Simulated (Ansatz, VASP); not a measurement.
# One calculation of AlRu, two programs

```
Al Ru
1.0
     3.04112    0.00000    0.00000
     0.00000    3.04112    0.00000
     0.00000    0.00000    3.04112
Al Ru
1 1
Cartesian
  0.0000 0.0000 0.0000
  1.5206 1.5206 1.5206
```

Alike in both runs: task single point; functional r2SCAN; k mesh 14 × 14 × 14; occupations gaussian, width 0.1 eV; no spin polarisation.

```csv
,VASP,Ansatz
version,VASP 6.6.1,Ansatz 0.2.0
potentials or method,"VASP PAW PBE potentials, release 64 (Al, Ru_pv), cutoff 520 eV","scalar-relativistic, plane waves, PAW"
valence electrons in the cell,17,19
```

```csv
,VASP,Ansatz,Ansatz less VASP
gap on the k mesh at the Fermi level (eV),none,none,-
pressure (GPa),-11.3,-11.3,-0.05
```

VASP's potentials were made for PBE, not for r2SCAN. A gap of «none» marks a metal or a gap that the smearing closes. VASP's potentials hold 17 valence electrons a cell and Ansatz's 19, so a difference there can come from the potentials and not from the codes.
